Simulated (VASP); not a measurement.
# ZnSi2N (P4/mmm) in VASP: single point with PBE

Aim: the single point of ZnSi2N with PBE.

All numbers are computed with VASP 6.6.1; they aren't measurements. Logs are shortened: lines on timing, memory, paths and dates and some standing lists are left out, and cuts for length are marked.

## 1. The cell of the first run

Symmetry: P4/mmm, No. 123, tetragonal system. The conventional cell has a = 3.477 Å, b = 3.477 Å, c = 4.744 Å, α = 90.00°, β = 90.00°, γ = 90.00°. Within 3.1 Å of Zn (site symmetry 4/mmm) lie 6 Si at 2.37 to 2.46 Å. Si (site symmetry 4/mmm) has 2 Zn at 2.37 Å and 4 N at 2.46 Å within 3.1 Å. Si (site symmetry 4/mmm) has 2 N at 2.37 Å and 4 Zn at 2.46 Å within 3.1 Å. Within 3.1 Å of N (site symmetry 4/mmm) lie 6 Si at 2.37 to 2.46 Å.

## 2. Single point, PBE

INCAR

```
SYSTEM = ZnSi2N
PREC = Accurate
ENCUT = 520
EDIFF = 1E-6
ISMEAR = 0
SIGMA = 0.1
LREAL = .FALSE.
LASPH = .TRUE.
NELM = 80
ALGO = Normal
ISIF = 2
LWAVE = .FALSE.
LCHARG = .FALSE.
GGA = PE
NBANDS = 20
```

KPOINTS

```
regular mesh
0
G
  6 6 4
  0 0 0
```

POSCAR

```
ZnSi2N
1.0
    3.4766490100      0.0000000000      0.0000000000
    0.0000000000      3.4766490100      0.0000000000
    0.0000000000      0.0000000000      4.7442865900
Zn Si N
1 2 1
Direct
    0.0000000000      0.0000000000      0.0000000000
    0.0000000000      0.0000000000      0.5000000000
    0.5000000000      0.5000000000      0.0000000000
    0.5000000000      0.5000000000      0.5000000000
```

Potentials or basis: VASP PAW PBE potentials, release 64 (Zn, Si, N).

Launch:

```bash
> cat potpaw_PBE.64/Zn/POTCAR potpaw_PBE.64/Si/POTCAR potpaw_PBE.64/N/POTCAR > POTCAR
> mpirun -np 1 vasp_std > vasp.out
```

OUTCAR:

```text
SYSTEM = ZnSi2N
   PREC = Accurate
   ENCUT = 520
   EDIFF = 1E-6
   ISMEAR = 0
   LREAL = .FALSE.
   LASPH = .TRUE.
   NELM = 80
   ISIF = 2
   GGA = PE

 ion  position               nearest neighbor table
   1  0.000  0.000  0.000-   2 2.37   2 2.37   3 2.46   3 2.46   3 2.46   3 2.46
   2  0.000  0.000  0.500-   1 2.37   1 2.37   4 2.46   4 2.46   4 2.46   4 2.46
   3  0.500  0.500  0.000-   4 2.37   4 2.37   1 2.46   1 2.46   1 2.46   1 2.46
   4  0.500  0.500  0.500-   3 2.37   3 2.37   2 2.46   2 2.46   2 2.46   2 2.46

  LATTYP: Found a simple tetragonal cell.
 ALAT       =     3.4766490100
 C/A-ratio  =     1.3646147702

  Lattice vectors:

 A1 = (   3.4766490100,   0.0000000000,   0.0000000000)
 A2 = (   0.0000000000,   3.4766490100,   0.0000000000)
 A3 = (   0.0000000000,   0.0000000000,   4.7442865900)

Analysis of symmetry for initial positions (statically):
=====================================================================
 Subroutine PRICEL returns:
 Original cell was already a primitive cell.

 Routine SETGRP: Setting up the symmetry group for a
 simple tetragonal supercell.

 Subroutine GETGRP returns: Found 16 space group operations
 (whereof 16 operations were pure point group operations)
 out of a pool of 16 trial point group operations.

The static configuration has the point symmetry D_4h.

Analysis of symmetry for dynamics (positions and initial velocities):
=====================================================================
 Subroutine PRICEL returns:
 Original cell was already a primitive cell.

 Routine SETGRP: Setting up the symmetry group for a
 simple tetragonal supercell.

 Subroutine GETGRP returns: Found 16 space group operations
 (whereof 16 operations were pure point group operations)
 out of a pool of 16 trial point group operations.

The dynamic configuration has the point symmetry D_4h.

 Subroutine INISYM returns: Found 16 space group operations
 (whereof 16 operations are pure point group operations),
 and found     1 'primitive' translations

----------------------------------------------------------------------------------------

                                     Primitive cell

  volume of cell :      57.3446

  direct lattice vectors                    reciprocal lattice vectors
     3.476649010  0.000000000  0.000000000     0.287633292  0.000000000  0.000000000
     0.000000000  3.476649010  0.000000000     0.000000000  0.287633292  0.000000000
     0.000000000  0.000000000  4.744286590     0.000000000  0.000000000  0.210779847

  length of vectors
[... 84 lines left out ...]
   ENCUT  =  520.0 eV  38.22 Ry    6.18 a.u.   6.46  6.46  8.82*2*pi/ulx,y,z
   NELM   =     80;   NELMIN=  2; NELMDL= -5     # of ELM steps
   EDIFF  = 0.1E-05   stopping-criterion for ELM
   LREAL  =      F    real-space projection
   EDIFFG = 0.1E-04   stopping-criterion for IOM
   NSW    =      0    number of steps for IOM
   IBRION =     -1    ionic relax: 0-MD 1-quasi-New 2-CG
   NFREE  =      0    steps in history (QN), initial steepest desc. (CG)
   ISIF   =      2    stress and relaxation
   ISYM   =      2    0-nonsym 1-usesym 2-fastsym
   POTIM  = 0.5000    time-step for ionic-motion
   TEBEG  =    0.0;   TEEND  =   0.0 temperature during run
   PSTRESS=    0.0 pullay stress
   NELECT =      25.0000    total number of electrons
   NUPDOWN=      -1.0000    fix difference up-down
   EMIN   =  10.00;   EMAX   =-10.00  energy-range for DOS
   EFERMI =   0.00;   METHOD = LEGACY
   ISMEAR =     0;   SIGMA  =   0.10  broadening in eV -4-tet -1-fermi 0-gaus
   EFERMI_NEDOS =   21; number of points for ismear=-14 and -15
   IALGO  =     38    algorithm
   IMIX   =      4    mixing-type and parameters
     AMIX     =   0.40;   BMIX     =  1.00
     AMIX_MAG =   1.60;   BMIX_MAG =  1.00
  volume/ion in A,a.u.               =      14.34        96.75
  Fermi-wavevector in a.u.,A,eV,Ry     =   1.241340  2.345792 20.965546  1.540924
  Thomas-Fermi vector in A             =   2.375742
   LORBIT       =      0    0 simple, 1 ext, 2 COOP (PROOUT), +10 PAW based schemes
   GGA     = PE    functional components
   LHFCALC =     F    Hartree Fock is set to
   AEXX    =    0.0000 exact exchange contribution
   IVDW    =     0    specifies the selected vdW correction
   LEPSILON=     F    determine dielectric tensor
   LRPA    =     F    only Hartree local field effects (RPA)
 non-spin polarized calculation
 Gauss-broadening in eV      SIGMA  =   0.10
  energy-cutoff  :      520.00
  volume of cell :       57.34
 maximum number of plane-waves:      1574
 NGX is ok and might be reduce to    28
   NGX = 13   NGY = 13   NGZ = 17

 number of electron      25.0000018 magnetization

 Free energy of the ion-electron system (eV)
  ---------------------------------------------------
  ext. energy  EPLUGINS =         0.00000000
  ---------------------------------------------------
  free energy    TOTEN  =       -16.97728991 eV

  energy without entropy =      -16.95853574  energy(sigma->0) =      -16.96791282

 E-fermi :   5.5646     XC(G=0): -10.8944

 val. band max:        5.5586458242   @ k =   0.1667   0.1667   0.5000
 cond. band min:       5.5971605332   @ k =   0.3333   0.0000   0.0000
 fundamental gap:      0.0385147091
 Fermi energy:         5.5646443430

 k-point     1 :       0.0000    0.0000    0.0000
  band No.  band energies     occupation
      1      -8.6930      2.00000
      2      -3.6220      2.00000
      3      -2.4314      2.00000
      4      -2.1435      2.00000
      5      -2.0402      2.00000
      6      -1.9148      2.00000
[... 541 lines left out ...]
     19      11.7616      0.00000
     20      12.2544      0.00000

 [... further k-points ...]
[... 5 lines left out ...]
  --------------------------------------------------------------------------------------
  -------------------------------------------------------------------------------------
  Total       -2.8947544     -2.8947544     -3.0802864      0.0000000      0.0000000      0.0000000
  in kB      -80.8778688    -80.8778688    -86.0615301      0.0000000      0.0000000      0.0000000
  external PRESSURE =     -82.6057559 kB  Pullay stress =       0.0000000 kB

 VOLUME and BASIS-vectors are now :
 -----------------------------------------------------------------------------
  energy-cutoff  :      520.00
  volume of cell :       57.34
      direct lattice vectors                 reciprocal lattice vectors
     3.476649010  0.000000000  0.000000000     0.287633292  0.000000000  0.000000000
     0.000000000  3.476649010  0.000000000     0.000000000  0.287633292  0.000000000
     0.000000000  0.000000000  4.744286590     0.000000000  0.000000000  0.210779847

 POSITION                                       TOTAL-FORCE (eV/Angst)
 -----------------------------------------------------------------------------------
      0.00000      0.00000      0.00000         0.000000      0.000000      0.000000
      0.00000      0.00000      2.37214         0.000000      0.000000      0.000000
      1.73832      1.73832      0.00000         0.000000      0.000000      0.000000
      1.73832      1.73832      2.37214         0.000000      0.000000      0.000000
 -----------------------------------------------------------------------------------
    total drift:                               -0.000000      0.000000     -0.000000

  FREE ENERGIE OF THE ION-ELECTRON SYSTEM (eV)
  ---------------------------------------------------
  free  energy   TOTEN  =       -16.9772899102 eV

  energy  without entropy=      -16.9585357379  energy(sigma->0) =      -16.96791282
```

OSZICAR:

```text
N       E                     dE             d eps       ncg     rms          rms(c)
DAV:   1     0.127973841906E+03    0.12797E+03   -0.11625E+04  1200   0.135E+03
DAV:   2    -0.649336956002E+01   -0.13447E+03   -0.12815E+03  1264   0.287E+02
DAV:   3    -0.185982560437E+02   -0.12105E+02   -0.11811E+02  1444   0.791E+01
DAV:   4    -0.188781852824E+02   -0.27993E+00   -0.27942E+00  1352   0.119E+01
DAV:   5    -0.188813512750E+02   -0.31660E-02   -0.31655E-02  1440   0.133E+00    0.915E+00
DAV:   6    -0.181352397248E+02    0.74611E+00   -0.28148E+01  1568   0.731E+01    0.981E+00
DAV:   7    -0.169799472738E+02    0.11553E+01   -0.59507E+00  1612   0.218E+01    0.296E+00
DAV:   8    -0.169807954785E+02   -0.84820E-03   -0.43193E-01  1312   0.660E+00    0.107E+00
DAV:   9    -0.169773168404E+02    0.34786E-02   -0.21102E-02  1580   0.213E+00    0.347E-01
DAV:  10    -0.169772711634E+02    0.45677E-04   -0.22572E-03  1604   0.402E-01    0.201E-01
DAV:  11    -0.169773361040E+02   -0.64941E-04   -0.67886E-04  1532   0.204E-01    0.524E-02
DAV:  12    -0.169772913806E+02    0.44723E-04   -0.14926E-04  1544   0.806E-02    0.167E-02
DAV:  13    -0.169772907270E+02    0.65353E-06   -0.29669E-05  1436   0.344E-02    0.908E-03
DAV:  14    -0.169772897017E+02    0.10254E-05   -0.45372E-06  1140   0.217E-02    0.185E-03
DAV:  15    -0.169772899102E+02   -0.20849E-06   -0.48985E-07   700   0.831E-03
   1 F= -.16977290E+02 E0= -.16967913E+02  d E =-.187542E-01
```

stdout:

```text
POSCAR found type information on POSCAR ZnSiN
 POSCAR found :  3 types and       4 ions
 scaLAPACK will be used
 LDA part: xc-table for (Slater+PW92), standard interpolation
 POSCAR, INCAR and KPOINTS ok, starting setup
 FFT: planning ... GRIDC
 FFT: planning ... GRID_SOFT
 FFT: planning ... GRID
 WAVECAR not read
 entering main loop
```

Run time: 15 s. Hardware: 1 thread of Intel Xeon 6975P-C (Granite Rapids), shared host; peak memory 0.18 GiB.

Results:

* Free energy: -16.9773 eV
* Pressure: -8.3 GPa
